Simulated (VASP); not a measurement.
Wanted: the native input for a VASP 6.6.1 run.

```yaml
Task: relaxation of cell and atoms
Functional: r2SCAN
Potentials_or_basis: VASP PAW PBE potentials, release 64 (Ge_d, P)
Cutoff: 600 eV
k_mesh: 6 × 6 × 4
Occupations: gaussian, width 0.1 eV
Spin: no spin polarisation
Dipole_correction: no
Further_INCAR_settings: ALGO = Normal; EDIFF = 1e-06; IBRION = 2; EDIFFG = -0.04; NSW = 90; ISIF = 3
```

Ge2P3:

```
CELL_PARAMETERS angstrom
3.98463 0.00000 0.00000
-1.99231 3.45079 0.00000
0.00000 0.00000 6.19943
ATOMIC_POSITIONS crystal
Ge 0.33333 0.66667 0.24500
Ge 0.66667 0.33333 0.75500
P 0.00000 0.00000 0.00000
P 0.33333 0.66667 0.64500
P 0.66667 0.33333 0.35500
```

One way to write it, as run:

POSCAR

```
Ge2P3
1.0
    3.9846257524      0.0000000000      0.0000000000
   -1.9923128762      3.4507871262      0.0000000000
    0.0000000000      0.0000000000      6.1994304219
Ge P
2 3
Direct
    0.3333333333      0.6666666667      0.2450000000
    0.6666666667      0.3333333333      0.7550000000
    0.0000000000      0.0000000000      0.0000000000
    0.3333333333      0.6666666667      0.6450000000
    0.6666666667      0.3333333333      0.3550000000
```

INCAR.step1

```
SYSTEM = Ge2P3
  PREC = Accurate
  ENCUT = 600
  ISMEAR = 0
  SIGMA = 0.1
  LREAL = .False.
  LASPH = .True.
  NELM = 100
  GGA = PE
  ALGO = Normal
  EDIFF = 1E-4
  LWAVE = .True.
  LCHARG = .False.
```

INCAR.step2

```
SYSTEM = Ge2P3
  PREC = Accurate
  ENCUT = 600
  EDIFF = 1E-6
  ISMEAR = 0
  SIGMA = 0.1
  LREAL = .False.
  LASPH = .True.
  NELM = 100
  ALGO = Normal
  ISIF = 3
  LWAVE = .False.
  LCHARG = .False.
  METAGGA = R2SCAN
  LMIXTAU = .True.
  IBRION = 2
  NSW = 90
  EDIFFG = -0.04
  ISTART = 1
```

KPOINTS

```
regular mesh
0
Gamma
  6 6 4
  0 0 0
```

Potentials or basis: VASP PAW PBE potentials, release 64 (Ge_d, P).

Launch:

```bash
$ cat potpaw_PBE.64/Ge_d/POTCAR potpaw_PBE.64/P/POTCAR > POTCAR
$ cp INCAR.step1 INCAR
$ mpirun -np 1 vasp_std > vasp.out
$ cp INCAR.step2 INCAR
$ mpirun -np 1 vasp_std > vasp.out
```

It gave:

* Relaxed volume: 16.80 Å³/atom
* Relaxed cell: a = 3.500 Å, b = 3.500 Å, c = 7.920 Å, α = 90.00°, β = 90.00°, γ = 120.00°
* Space group after relaxing (to 0.1 Å): P-3m1 (No. 164)
* Energy gained by relaxing: 380.6 meV/atom
* Ionic steps: 41
* Pressure after relaxing: 0.0 GPa
* Largest force after relaxing: 0.028 eV/Å
* Band gap on the k mesh: zero (an odd number of electrons rules out a gap without spin polarisation)

Caveat: a cell axis changed by over 15 % at a fixed basis, so the end point is rough; the PAW data sets were made with another functional, which shifts forces and pressure a little; an odd number of electrons without spin polarisation forces a metal; a magnetic or distorted state may lie lower.

It took 60 min on 1 thread of Intel(R) Xeon(R) Platinum 8488C (Sapphire Rapids) (shared host), peak memory 0.27 GiB.
